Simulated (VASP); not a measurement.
# Sb5Se (F-43m) in VASP: notebook

The runs below take Sb5Se through single point, relaxation of cell and atoms, with PBE.

All numbers are computed with VASP 6.6.1; they aren't measurements. Logs are shortened: lines on timing, memory, paths and dates and some standing lists are left out, and cuts for length are marked.

## Step 1: The cell of the first run

The structure is cubic, space group F-43m (No. 216). Conventional cell: a = 8.780 Å, b = 8.780 Å, c = 8.780 Å, α = 90.00°, β = 90.00°, γ = 90.00°. Sb (site symmetry -43m) has 12 Sb at 3.64 Å and 4 Se at 3.80 Å within 4.8 Å. Sb (site symmetry 3m) has 9 Sb at 3.08 to 3.64 Å and 3 Se at 3.64 Å within 4.1 Å. Within 4.8 Å of Se (site symmetry -43m) lie 16 Sb at 3.64 to 3.80 Å.

The cell was generated, and may not be a known phase.

## Step 2: Single point, PBE

Contents of INCAR:

```
SYSTEM = Sb5Se
  ALGO = Normal
  EDIFF = 1E-7
  ENCUT = 520
  GGA = PE
  ISIF = 2
  ISMEAR = 0
  LASPH = .TRUE.
  LCHARG = .TRUE.
  LELF = .TRUE.
  LREAL = .FALSE.
  LVHAR = .TRUE.
  LWAVE = .FALSE.
  NBANDS = 24
  NELM = 60
  PREC = Accurate
  SIGMA = 0.1
```

Contents of KPOINTS:

```
k-points
0
G
  4 4 4
  0 0 0
```

Contents of POSCAR:

```
Sb5Se
1.0
    0.0000000000      4.3898397573      4.3898397573
    4.3898397573      0.0000000000      4.3898397573
    4.3898397573      4.3898397573      0.0000000000
Sb Se
5 1
Direct
    0.2500000000      0.2500000000      0.2500000000
    0.1224672227      0.6258442591      0.6258442591
    0.6258442591      0.6258442591      0.6258442591
    0.6258442591      0.6258442591      0.1224672227
    0.6258442591      0.1224672227      0.6258442591
    0.0000000000      0.0000000000      0.0000000000
```

Potentials or basis: VASP PAW PBE potentials, release 64 (Sb, Se).

Run with:

```bash
$ cat potpaw_PBE.64/Sb/POTCAR potpaw_PBE.64/Se/POTCAR > POTCAR
$ mpirun -np 1 vasp_std > vasp.out
```

OUTCAR:

```text
SYSTEM = Sb5Se
   EDIFF = 1E-7
   ENCUT = 520
   GGA = PE
   ISIF = 2
   ISMEAR = 0
   LASPH = .TRUE.
   LREAL = .FALSE.
   NELM = 60
   PREC = Accurate

 ion  position               nearest neighbor table
   1  0.250  0.250  0.250-   2 3.64   4 3.64   5 3.64   2 3.64   3 3.64   5 3.64   2 3.64   3 3.64
                             4 3.64   3 3.64   4 3.64   5 3.64
   2  0.122  0.626  0.626-   3 3.08   4 3.08   5 3.08   3 3.13   4 3.13   5 3.13   1 3.64   1 3.64
                             1 3.64
   3  0.626  0.626  0.626-   2 3.08   4 3.08   5 3.08   4 3.13   5 3.13   2 3.13   1 3.64   1 3.64
                             1 3.64
   4  0.626  0.626  0.122-   2 3.08   3 3.08   5 3.08   3 3.13   5 3.13   2 3.13   1 3.64   1 3.64
                             1 3.64
   5  0.626  0.122  0.626-   2 3.08   3 3.08   4 3.08   4 3.13   3 3.13   2 3.13   1 3.64   1 3.64
                             1 3.64
   6  0.000  0.000  0.000-

  LATTYP: Found a face centered cubic cell.
 ALAT       =     8.7796795146

  Lattice vectors:

 A1 = (   0.0000000000,   4.3898397573,   4.3898397573)
 A2 = (   4.3898397573,   0.0000000000,   4.3898397573)
 A3 = (   4.3898397573,   4.3898397573,   0.0000000000)

Analysis of symmetry for initial positions (statically):
=====================================================================
 Subroutine PRICEL returns:
 Original cell was already a primitive cell.

 Routine SETGRP: Setting up the symmetry group for a
 face centered cubic supercell.

 Subroutine GETGRP returns: Found 24 space group operations
 (whereof 24 operations were pure point group operations)
 out of a pool of 48 trial point group operations.

The static configuration has the point symmetry T_d .

Analysis of symmetry for dynamics (positions and initial velocities):
=====================================================================
 Subroutine PRICEL returns:
 Original cell was already a primitive cell.

 Routine SETGRP: Setting up the symmetry group for a
 face centered cubic supercell.

 Subroutine GETGRP returns: Found 24 space group operations
 (whereof 24 operations were pure point group operations)
 out of a pool of 48 trial point group operations.

The dynamic configuration has the point symmetry T_d .

 Subroutine INISYM returns: Found 24 space group operations
 (whereof 24 operations are pure point group operations),
 and found     1 'primitive' translations
[... 86 lines left out ...]
   EDIFF  = 0.1E-06   stopping-criterion for ELM
   LREAL  =      F    real-space projection
   EDIFFG = 0.1E-05   stopping-criterion for IOM
   NSW    =      0    number of steps for IOM
   IBRION =     -1    ionic relax: 0-MD 1-quasi-New 2-CG
   NFREE  =      0    steps in history (QN), initial steepest desc. (CG)
   ISIF   =      2    stress and relaxation
   ISYM   =      2    0-nonsym 1-usesym 2-fastsym
   POTIM  = 0.5000    time-step for ionic-motion
   TEBEG  =    0.0;   TEEND  =   0.0 temperature during run
   PSTRESS=    0.0 pullay stress
   NELECT =      31.0000    total number of electrons
   NUPDOWN=      -1.0000    fix difference up-down
   EMIN   =  10.00;   EMAX   =-10.00  energy-range for DOS
   EFERMI =   0.00;   METHOD = LEGACY
   ISMEAR =     0;   SIGMA  =   0.10  broadening in eV -4-tet -1-fermi 0-gaus
   EFERMI_NEDOS =   21; number of points for ismear=-14 and -15
   IALGO  =     38    algorithm
   IMIX   =      4    mixing-type and parameters
     AMIX     =   0.40;   BMIX     =  1.00
     AMIX_MAG =   1.60;   BMIX_MAG =  1.00
  volume/ion in A,a.u.               =      28.20       190.29
  Fermi-wavevector in a.u.,A,eV,Ry     =   0.929830  1.757123 11.763369  0.864583
  Thomas-Fermi vector in A             =   2.056154
   LORBIT       =      0    0 simple, 1 ext, 2 COOP (PROOUT), +10 PAW based schemes
   GGA     = PE    functional components
   LHFCALC =     F    Hartree Fock is set to
   AEXX    =    0.0000 exact exchange contribution
   IVDW    =     0    specifies the selected vdW correction
   LEPSILON=     F    determine dielectric tensor
   LRPA    =     F    only Hartree local field effects (RPA)
 non-spin polarized calculation
 Gauss-broadening in eV      SIGMA  =   0.10
  energy-cutoff  :      520.00
  volume of cell :      169.19
 maximum number of plane-waves:      4584
 NGX is ok and might be reduce to    48
   NGX = 23   NGY = 23   NGZ = 23

 number of electron      30.9999998 magnetization

 Free energy of the ion-electron system (eV)
  ---------------------------------------------------
  ext. energy  EPLUGINS =         0.00000000
  ---------------------------------------------------
  free energy    TOTEN  =       -21.42358340 eV

  energy without entropy =      -21.37387518  energy(sigma->0) =      -21.39872929

 E-fermi :   6.8873     XC(G=0):  -9.8384

 val. band max:        6.8814729307   @ k =   0.5000   0.2500   0.0000
 cond. band min:       6.8995595135   @ k =   0.5000   0.5000   0.0000
 fundamental gap:      0.0180865828
 Fermi energy:         6.8873083654

 k-point     1 :       0.0000    0.0000    0.0000
  band No.  band energies     occupation
      1      -6.1621      2.00000
      2      -4.4360      2.00000
      3      -1.5409      2.00000
      4      -0.9748      2.00000
      5      -0.9748      2.00000
      6      -0.9748      2.00000
[... 205 lines left out ...]
     23       9.6173      0.00000
     24       9.6412      0.00000

------------------------ aborting loop because EDIFF is reached ----------------------------------------

  FORCE on cell =-STRESS in cart. coord.  units (eV):
  Direction    XX          YY          ZZ          XY          YZ          ZX
  --------------------------------------------------------------------------------------
  -------------------------------------------------------------------------------------
  Total       -0.2186473     -0.2186473     -0.2186473     -0.0000000      0.0000000      0.0000000
  in kB       -2.0705161     -2.0705161     -2.0705161     -0.0000000      0.0000000      0.0000000
  external PRESSURE =      -2.0705161 kB  Pullay stress =       0.0000000 kB

 VOLUME and BASIS-vectors are now :
 -----------------------------------------------------------------------------
  energy-cutoff  :      520.00
  volume of cell :      169.19
      direct lattice vectors                 reciprocal lattice vectors
     0.000000000  4.389839757  4.389839757    -0.113899374  0.113899374  0.113899374
     4.389839757  0.000000000  4.389839757     0.113899374 -0.113899374  0.113899374
     4.389839757  4.389839757  0.000000000     0.113899374  0.113899374 -0.113899374

 POSITION                                       TOTAL-FORCE (eV/Angst)
 -----------------------------------------------------------------------------------
      2.19492      2.19492      2.19492        -0.000000     -0.000000     -0.000000
      5.49471      3.28497      3.28497         0.027563     -0.027563     -0.027563
      5.49471      5.49471      5.49471         0.027563      0.027563      0.027563
      3.28497      3.28497      5.49471        -0.027563     -0.027563      0.027563
      3.28497      5.49471      3.28497        -0.027563      0.027563     -0.027563
      0.00000      0.00000      0.00000        -0.000000     -0.000000     -0.000000
 -----------------------------------------------------------------------------------
    total drift:                               -0.000000     -0.000000     -0.000000

  FREE ENERGIE OF THE ION-ELECTRON SYSTEM (eV)
  ---------------------------------------------------
  free  energy   TOTEN  =       -21.4235833979 eV

  energy  without entropy=      -21.3738751782  energy(sigma->0) =      -21.39872929
```

Run time: 33 s. Hardware: 1 thread of Intel Xeon 8259CL, shared host; peak memory 0.32 GiB.

Results:

```
Free energy            : -21.4236 eV
Pressure               : -0.2 GPa
Largest force          : 0.048 eV/Å
Band gap on the k mesh : zero (an odd number of electrons rules out a gap without spin polarisation)
```

Forces on the atoms (eV/Å):
```
Sb   0.000  0.000  0.000
Sb   0.028 -0.028 -0.028
Sb   0.028  0.028  0.028
Sb  -0.028 -0.028  0.028
Sb  -0.028  0.028 -0.028
Se   0.000  0.000  0.000
```

Caveat: spin-orbit coupling is left out, which moves the levels of the heavy elements.

## Step 3: Single point, PBE

This run uses another cell than the first one, of 31.12 Å³/atom.

Contents of INCAR:

```
SYSTEM = Sb5Se
PREC = Accurate ; ENCUT = 520
EDIFF = 1E-7 ; ISMEAR = 0
SIGMA = 0.1 ; LREAL = .False.
LASPH = .True. ; NELM = 100
ALGO = Normal ; ISIF = 2
LWAVE = .False. ; LCHARG = .True.
GGA = PE ; LELF = .True.
LVHAR = .True. ; NBANDS = 24
```

Contents of KPOINTS:

```
regular mesh
0
Gamma
  4 4 4
  0 0 0
```

Contents of POSCAR:

```
Sb5Se
1.0
    0.0000000000      4.5364456200      4.5364456200
    4.5364456200      0.0000000000      4.5364456200
    4.5364456200      4.5364456200      0.0000000000
Sb Se
5 1
Direct
    0.2500000000      0.2500000000      0.2500000000
    0.1261565700      0.6246144800      0.6246144800
    0.6246144800      0.6246144800      0.6246144800
    0.6246144800      0.6246144800      0.1261565700
    0.6246144800      0.1261565700      0.6246144800
    0.0000000000      0.0000000000      0.0000000000
```

Potentials or basis: VASP PAW PBE potentials, release 64 (Sb, Se).

Run with:

```bash
$ cat potpaw_PBE.64/Sb/POTCAR potpaw_PBE.64/Se/POTCAR > POTCAR
$ mpirun -np 1 vasp_std > vasp.out
```

Run time: 44 s. Hardware: 1 thread of Intel Xeon 8259CL, shared host; peak memory 0.32 GiB.

Results (log left out):

* Free energy: -21.1410 eV
* Pressure: -4.4 GPa
* Largest force: 0.111 eV/Å
* Band gap on the k mesh: zero (an odd number of electrons rules out a gap without spin polarisation)

Forces in eV/Å, atoms in the order of the input:
```
Sb   0.000  0.000  0.000
Sb   0.064 -0.064 -0.064
Sb   0.064  0.064  0.064
Sb  -0.064 -0.064  0.064
Sb  -0.064  0.064 -0.064
Se   0.000  0.000  0.000
```

Levels at points of the mesh, in eV from the Fermi level:
```
           k point  band 14  band 15  band 16  band 17  band 18  band 19
(0.00, 0.00, 0.00)    -1.98    -1.98     0.91     0.91     0.91     3.25
(0.50, 0.00, 0.00)    -0.99    -0.53    -0.13     0.52     0.60     0.60
(0.50, 0.50, 0.00)    -0.87    -0.33    -0.29     0.02     0.02     0.09
```

Caveat: the cell stands under tension; spin-orbit coupling is left out, which moves the levels of the heavy elements.

## Step 4: Relaxation of cell and atoms, PBE

This run uses another cell than the first one, of 31.12 Å³/atom.

Contents of INCAR:

```
  PREC = Accurate
  ENCUT = 600
  EDIFF = 1E-6
  ISMEAR = 0
  SIGMA = 0.1
  LREAL = F
  LASPH = T
  NELM = 60
  ALGO = Normal
  ISIF = 3
  LWAVE = F
  LCHARG = F
  GGA = PE
  IBRION = 2
  NSW = 90
  EDIFFG = -0.04
```

Contents of KPOINTS:

```
Automatic mesh
0
Gamma
  4 4 4
```

POSCAR is that of step 3.

Potentials or basis: VASP PAW PBE potentials, release 64 (Sb, Se).

Run with:

```bash
$ cat potpaw_PBE.64/Sb/POTCAR potpaw_PBE.64/Se/POTCAR > POTCAR
$ mpirun -np 1 vasp_std > vasp.out
```

OUTCAR:

```text
PREC = Accurate
   ENCUT = 600
   EDIFF = 1E-6
   ISMEAR = 0
   LREAL = F
   LASPH = T
   NELM = 60
   ISIF = 3
   GGA = PE
   IBRION = 2
   NSW = 90
   EDIFFG = -0.04

 ion  position               nearest neighbor table
   1  0.250  0.250  0.250-   2 3.76   5 3.76   2 3.76   4 3.76   4 3.76   5 3.76   3 3.76   3 3.76
                             3 3.76   4 3.76   5 3.76   2 3.76
   2  0.126  0.625  0.625-   3 3.20   4 3.20   5 3.20   5 3.22   4 3.22   3 3.22   1 3.76   1 3.76
                             1 3.76
   3  0.625  0.625  0.625-   2 3.20   4 3.20   5 3.20   2 3.22   5 3.22   4 3.22   1 3.76   1 3.76
                             1 3.76
   4  0.625  0.625  0.126-   2 3.20   3 3.20   5 3.20   5 3.22   2 3.22   3 3.22   1 3.76   1 3.76
                             1 3.76
   5  0.625  0.126  0.625-   2 3.20   3 3.20   4 3.20   2 3.22   4 3.22   3 3.22   1 3.76   1 3.76
                             1 3.76
   6  0.000  0.000  0.000-

  LATTYP: Found a face centered cubic cell.
 ALAT       =     9.0728912400

  Lattice vectors:

 A1 = (   0.0000000000,   4.5364456200,   4.5364456200)
 A2 = (   4.5364456200,   0.0000000000,   4.5364456200)
 A3 = (   4.5364456200,   4.5364456200,   0.0000000000)

Analysis of symmetry for initial positions (statically):
=====================================================================
 Subroutine PRICEL returns:
 Original cell was already a primitive cell.

[... 153 lines left out ...]

 number of electron      31.0000000 magnetization

 Free energy of the ion-electron system (eV)
  ---------------------------------------------------
  ext. energy  EPLUGINS =         0.00000000
  ---------------------------------------------------
  free energy    TOTEN  =       -21.14088996 eV

  energy without entropy =      -21.09341713  energy(sigma->0) =      -21.11715354

------------------------ aborting loop because EDIFF is reached ----------------------------------------

  FORCE on cell =-STRESS in cart. coord.  units (eV):
  Direction    XX          YY          ZZ          XY          YZ          ZX
  --------------------------------------------------------------------------------------
  -------------------------------------------------------------------------------------
  Total       -5.1416894     -5.1416894     -5.1416894     -0.0000000      0.0000000      0.0000000
  in kB      -44.1203851    -44.1203851    -44.1203851     -0.0000000      0.0000000      0.0000000
  external PRESSURE =     -44.1203851 kB  Pullay stress =       0.0000000 kB
[... 187 lines left out ...]
--------------------------------------- Ionic step        6  -------------------------------------------

 number of electron      31.0000000 magnetization

 Free energy of the ion-electron system (eV)
  ---------------------------------------------------
  ext. energy  EPLUGINS =         0.00000000
  ---------------------------------------------------
  free energy    TOTEN  =       -21.42479508 eV

  energy without entropy =      -21.37558003  energy(sigma->0) =      -21.40018756

 E-fermi :   6.9258     XC(G=0):  -9.8519

 val. band max:        6.9240392694   @ k =   0.5000   0.5000   0.0000
 cond. band min:       6.9796479646   @ k =  -0.2500   0.2500   0.0000
 fundamental gap:      0.0556086951
 Fermi energy:         6.9257898738

 k-point     1 :       0.0000    0.0000    0.0000
  band No.  band energies     occupation
      1      -6.1469      2.00000
      2      -4.4037      2.00000
      3      -1.5102      2.00000
      4      -0.9375      2.00000
      5      -0.9375      2.00000
      6      -0.9375      2.00000
[... 198 lines left out ...]
  FREE ENERGIE OF THE ION-ELECTRON SYSTEM (eV)
  ---------------------------------------------------
  free  energy   TOTEN  =       -21.4247950844 eV

  energy  without entropy=      -21.3755800257  energy(sigma->0) =      -21.40018756

 reached required accuracy - stopping structural energy minimisation
```

CONTCAR:

```text
Sb5Se
   1.00000000000000
    -0.0000000000000000    4.3852434700883700    4.3852434700883700
     4.3852434700883700    0.0000000000000000    4.3852434700883700
     4.3852434700883700    4.3852434700883700   -0.0000000000000000
  Sb              Se
     5     1
Direct
     0.2500000000000000    0.2500000000000000    0.2500000000000000
     0.1218950104675951    0.6260349998441329    0.6260349998441329
     0.6260349998441329    0.6260349998441329    0.6260349998441329
     0.6260349998441329    0.6260349998441329    0.1218950104675951
     0.6260349998441329    0.1218950104675951    0.6260349998441329
     0.0000000000000000    0.0000000000000000    0.0000000000000000

  0.00000000E+00  0.00000000E+00  0.00000000E+00
  0.00000000E+00  0.00000000E+00  0.00000000E+00
  0.00000000E+00  0.00000000E+00  0.00000000E+00
  0.00000000E+00  0.00000000E+00  0.00000000E+00
  0.00000000E+00  0.00000000E+00  0.00000000E+00
  0.00000000E+00  0.00000000E+00  0.00000000E+00
```

Run time: 2.7 min. Hardware: 1 thread of Intel Xeon 8259CL, shared host; peak memory 0.42 GiB.

What came out:

```
Free energy                           : -21.4248 eV
Relaxed volume                        : 28.11 Å³/atom
Relaxed cell                          : a = 6.202 Å, b = 6.202 Å, c = 6.202 Å, α = 60.00°, β = 60.00°, γ = 60.00°
Space group after relaxing (to 0.1 Å) : F-43m (No. 216)
Energy gained by relaxing             : 47.3 meV/atom
Ionic steps                           : 6
Pressure after relaxing               : 0.0 GPa
Largest force after relaxing          : 0.033 eV/Å
```

Forces on the atoms (eV/Å):
```
Sb   0.000  0.000  0.000
Sb   0.019 -0.019 -0.019
Sb   0.019  0.019  0.019
Sb  -0.019 -0.019  0.019
Sb  -0.019  0.019 -0.019
Se   0.000  0.000  0.000
```

The path:
| step | energy change (eV) | largest force (eV/Å) | pressure (GPa) | volume (Å³) |
| --- | --- | --- | --- | --- |
| 1 | 0.0000 | 0.1110 | -4.41 | 186.71 |
| 2 | -0.2642 | 0.0716 | 1.32 | 164.50 |
| 3 | -0.2795 | 0.0943 | 0.03 | 168.29 |
| 4 | -0.2794 | 0.0958 | -0.08 | 168.65 |
| 5 | -0.2809 | 0.0801 | -0.07 | 168.65 |
| 6 | -0.2839 | 0.0335 | -0.03 | 168.66 |

Final structure:
```cif
data_structure
_symmetry_space_group_name_H-M 'P 1'
_symmetry_Int_Tables_number 1
_cell_length_a 6.2017
_cell_length_b 6.2017
_cell_length_c 6.2017
_cell_angle_alpha 60.000
_cell_angle_beta 60.000
_cell_angle_gamma 60.000
_cell_volume 168.66
loop_
_atom_site_label
_atom_site_type_symbol
_atom_site_fract_x
_atom_site_fract_y
_atom_site_fract_z
_atom_site_occupancy
Sb1 Sb 0.25000 0.25000 0.25000 1
Sb2 Sb 0.12189 0.62604 0.62604 1
Sb3 Sb 0.62604 0.62604 0.62604 1
Sb4 Sb 0.62604 0.62604 0.12189 1
Sb5 Sb 0.62604 0.12189 0.62604 1
Se1 Se 0.00000 0.00000 0.00000 1
```

Caveat: the highest band is partly filled, so the run has too few bands; spin-orbit coupling is left out, which moves the levels of the heavy elements.

## Step 5: Overview

| task | cell | cutoff (eV) | gap on the mesh (eV) | pressure (GPa) | largest force (eV/Å) |
| --- | --- | --- | --- | --- | --- |
| single point | a = 6.208 Å, angles 60.0°, 6 atoms, atomic positions A | 520 | none | -0.2 | 0.05 |
| single point | a = 6.416 Å, angles 60.0°, 6 atoms, atomic positions B | 520 | none | -4.4 | 0.11 |
| relaxation of cell and atoms | relaxed from a = 6.416 Å, angles 60.0°, 6 atoms, atomic positions B | 600 | - | 0.0 | 0.03 |

Alike in all rows: level PBE; potentials or basis VASP PAW PBE potentials, release 64 (Sb, Se); no spin polarisation; k mesh 4 × 4 × 4; smearing gaussian 0.1 eV.

Caveats: spin-orbit coupling is left out, which moves the levels of the heavy elements; the cell stands under tension (at least some runs); the highest band is partly filled, so the run has too few bands (at least some runs).

Absolute energies hang on the potentials; compare differences alone.

The gap in the log of VASP goes by the Fermi energy; the results here count the filled bands.